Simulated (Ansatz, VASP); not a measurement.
## Two plane-wave programs on CuRuC4N4

```
Cu Ru C N
1.0
     5.82792    0.00000    0.00000
     0.00000    5.82792    0.00000
     0.00000    0.00000    5.82792
Cu Ru C N
1 1 4 4
Direct
  0.50000 0.50000 0.50000
  0.00000 0.00000 0.00000
  0.19236 0.19236 0.19236
  0.19236 0.80764 0.80764
  0.80764 0.19236 0.80764
  0.80764 0.80764 0.19236
  0.30906 0.30906 0.30906
  0.30906 0.69094 0.69094
  0.69094 0.30906 0.69094
  0.69094 0.69094 0.30906
```

Alike in both runs: functional PBE; k mesh 4 × 4 × 4; occupations gaussian, width 0.1 eV; collinear spin.

Ansatz relaxed the structure, and its values are those at the end. VASP's run is a single point on that final structure, the one shown.

|  | VASP | Ansatz |
| --- | --- | --- |
| version | VASP 6.6.1 | Ansatz 0.2.0 |
| potentials or method | VASP PAW PBE potentials, release 64 (Cu, Ru_pv, C, N), cutoff 520 eV | scalar-relativistic, plane waves, PAW |
| valence electrons in the cell | 61 | 71 |

Ansatz gave:

| Quantity | Value |
| --- | --- |
| gap on the k mesh at the Fermi level (eV) | none |
| pressure (GPa) | 0.0 |
| rms of the force components (eV/Å) | 0.022 |
| net moment per atom (μB) | 0.10 |
| size of the moment on the site where the two differ most (μB) | 0.33 |

Question: Estimate VASP's values.

Answer: gap on the k mesh at the Fermi level (eV): none; pressure (GPa): 0.5; rms of the force components (eV/Å): 0.145; net moment per atom (μB): 0.10; size of the moment on the site where the two differ most (μB): 0.49.

Site moments also hang on the region over which each program counts them. A gap of «none» marks a metal or a gap that the smearing closes. One of these differences is far larger than is usual between the two programs; its cause wasn't traced. VASP's potentials hold 61 valence electrons a cell and Ansatz's 71, so a difference there can come from the potentials and not from the codes. Ansatz's warnings: seeded moment not kept.

Noted on VASP's run: the standard files for N, O and F lose accuracy on very short bonds.
